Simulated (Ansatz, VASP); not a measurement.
# Two plane-wave programs on TiSi

File INCAR:

```
PREC     = Accurate       # precision mode
ENCUT    = 520            # plane-wave cutoff, eV
EDIFF    = 1E-6           # SCF threshold, eV
ISMEAR   = 0              # smearing method
SIGMA    = 0.15           # smearing width, eV
LREAL    = False          # projectors in reciprocal space
LASPH    = True           # aspherical terms in the spheres
NELM     = 100            # most SCF steps
ALGO     = Normal         # electronic algorithm
ISIF     = 2              # what is computed and relaxed
LWAVE    = False          # write WAVECAR
LCHARG   = False          # write CHGCAR
GGA      = PS             # functional
NBANDS   = 15             # bands
```

Contents of KPOINTS:

```
Automatic mesh
0
Gamma
  18 24 24
```

File POSCAR:

```
TiSi
1.0
    3.9000701542      0.0000000000      0.0000000000
    0.0000000000      1.8536564841      1.9542834869
    0.0000000000     -1.8536564841      1.9542834869
Ti Si
1 1
Direct
    0.0000000000      0.0507344298      0.0507344298
    0.5000000000      0.5507655702      0.5507655702
```

Input for Ansatz:

```yaml
crystal:
  lattice:
    - [3.9000701542, 0.0, 0.0]
    - [0.0, 1.8536564841, 1.9542834869]
    - [0.0, -1.8536564841, 1.9542834869]
  atoms:
    - { symbol: Ti, position: [0.0, 0.0507344298, 0.0507344298] }
    - { symbol: Si, position: [0.5, 0.5507655702, 0.5507655702] }
basis:
  ecutwfc: 420
kpoints:
  mp_grid: { grid: [18, 24, 24] }
hamiltonian:
  xc: pbesol
scf:
  occupations: { method: gaussian, width: 0.15 }
output:
  forces: true
  stress: true
  eigenvalues: true
```

Alike in both runs: task single point; functional PBEsol; k mesh 18 × 24 × 24; occupations gaussian, width 0.15 eV; no spin polarisation.

|  | VASP | Ansatz |
| --- | --- | --- |
| version | VASP 6.6.1 | Ansatz 0.2.0 |
| potentials or method | VASP PAW PBE potentials, release 64 (Ti_sv, Si), cutoff 520 eV | scalar-relativistic, plane waves, PAW |
| valence electrons in the cell | 16 | 16 |

Ansatz gave:

```
gap on the k mesh at the Fermi level (eV)                     : none
pressure (GPa)                                                : -1.2
traceless stress, the component that is largest in VASP (GPa) : -3.57
```

Problem. Estimate VASP's values.

Solution. gap on the k mesh at the Fermi level (eV): none; pressure (GPa): -1.2; traceless stress, the component that is largest in VASP (GPa): -3.50.

VASP's potentials were made for PBE, not for PBEsol. A gap of «none» marks a metal or a gap that the smearing closes. The functional is the same, so the differences come from potentials, cutoffs and numerics.
